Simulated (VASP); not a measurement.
Si: single point with PBE

The system is Si.

```
Si
1.0
     0.00000    2.73549    2.73549
     2.73549    0.00000    2.73549
     2.73549    2.73549    0.00000
Si
2
Cartesian
  2.7355 2.7355 2.7355
  4.1032 4.1032 4.1032
```

```
Program             : VASP 6.6.1
Task                : single point
Functional          : PBE
Potentials or basis : VASP PAW PBE potentials, release 64 (Si)
Cutoff              : 500 eV
k mesh              : 10 × 10 × 10
Occupations         : fermi-dirac, width 1 eV
Spin                : no spin polarisation
```

* Pressure: 2.6 GPa
* Band gap on the k mesh: 0.67 eV, indirect (least direct gap 2.61 eV)

Levels at points of the mesh, in eV from the valence-band top:
```tsv
k point	band 2	band 3	band 4	band 5	band 6	band 7
(0.00, 0.00, 0.00)	0.00	0.00	0.00	2.61	2.61	2.61
(0.50, 0.00, 0.00)	-6.83	-1.17	-1.17	1.48	3.41	3.41
(0.50, 0.50, 0.00)	-7.73	-2.76	-2.76	0.81	0.81	9.95
```

Run time: 24 s on 1 thread of Intel Xeon 8259CL, on a shared host, peak memory 0.15 GiB.

A k mesh can miss the band edges.
